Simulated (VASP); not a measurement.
Input of a VASP 6.6.1 run:

INCAR

```
SYSTEM = Si2W
PREC     = Accurate       ! precision mode
ENCUT    = 520            ! plane-wave cutoff, eV
EDIFF    = 1E-6           ! SCF threshold, eV
ISMEAR   = 0              ! smearing method
SIGMA    = 0.1            ! smearing width, eV
LREAL    = .False.        ! projectors in reciprocal space
LASPH    = .True.         ! aspherical terms in the spheres
NELM     = 60             ! most SCF steps
ALGO     = Normal         ! electronic algorithm
ISIF     = 2              ! what is computed and relaxed
LWAVE    = .False.        ! write WAVECAR
LCHARG   = .False.        ! write CHGCAR
GGA      = PE             ! functional
NBANDS   = 31             ! bands
```

KPOINTS

```
regular mesh
0
Gamma
  4 4 4
  0 0 0
```

Contents of POSCAR:

```
Si2W
1.0
    0.0000000000      3.4526512380      3.4526512380
    3.4526512380      0.0000000000      3.4526512380
    3.4526512380      3.4526512380      0.0000000000
Si W
4 2
Direct
    0.6250000000      0.6250000000      0.6250000000
    0.1250000000      0.6250000000      0.6250000000
    0.6250000000      0.6250000000      0.1250000000
    0.6250000000      0.1250000000      0.6250000000
    0.0000000000      0.0000000000      0.0000000000
    0.2500000000      0.2500000000      0.2500000000
```

Potentials or basis: VASP PAW PBE potentials, release 64 (Si, W_sv).

Command:

```console
$ cat potpaw_PBE.64/Si/POTCAR potpaw_PBE.64/W_sv/POTCAR > POTCAR
$ mpirun -np 1 vasp_std > vasp.out
```

Question: Estimate the band gap on the k mesh.

Answer: Zero (bands 22 and 23 overlap by 0.62 eV).

Question: Predict the pressure.

Answer: -6.5 GPa.

Caveat: the k points lie up to 0.39 Å⁻¹ apart, too coarse for converged energies and pressures of a metal; spin-orbit coupling is left out, which moves the levels of the heavy elements.
